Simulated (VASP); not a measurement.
Wanted: the native input for a VASP 6.6.1 run.

| Quantity | Value |
| --- | --- |
| Task | single point |
| Functional | PBE |
| Potentials or basis | VASP PAW PBE potentials, release 64 (K_sv, Rh_pv) |
| Cutoff | 520 eV |
| k mesh | 7 × 7 × 7 |
| Occupations | fermi-dirac, width 0.05 eV |
| Spin | no spin polarisation |
| Dipole correction | no |
| Further INCAR settings | ALGO = Fast; EDIFF = 1e-07; NBANDS = 19 |

The structure of KRh lies in POSCAR:

```
KRh
1.0
    3.9526280347      0.0000000000      0.0000000000
    0.0000000000      3.9526280347      0.0000000000
    0.0000000000      0.0000000000      3.9526280347
K Rh
1 1
Direct
    0.0000000000      0.0000000000      0.0000000000
    0.5000000000      0.5000000000      0.5000000000
```

These files were run (other wordings do the same):

INCAR

```
SYSTEM = KRh
  ALGO = Fast
  EDIFF = 1E-7
  ENCUT = 520
  GGA = PE
  ISIF = 2
  ISMEAR = -1
  LASPH = .TRUE.
  LCHARG = .FALSE.
  LREAL = .FALSE.
  LWAVE = .FALSE.
  NBANDS = 19
  NELM = 80
  PREC = Accurate
  SIGMA = 0.05
```

KPOINTS

```
k-points
0
G
  7 7 7
  0 0 0
```

Potentials or basis: VASP PAW PBE potentials, release 64 (K_sv, Rh_pv).

Launch:

```console
$ cat potpaw_PBE.64/K_sv/POTCAR potpaw_PBE.64/Rh_pv/POTCAR > POTCAR
$ mpirun -np 1 vasp_std > vasp.out
```

It gave:

```json
{
 "Pressure": "-3.5 GPa",
 "Band gap on the k mesh": "zero (bands 12 and 13 overlap by 0.26 eV)"
}
```

Caveat: the cell stands under tension.

Wall time 37 s on 1 thread of Intel Xeon 8259CL, with other jobs on the host, peak memory 0.17 GiB.
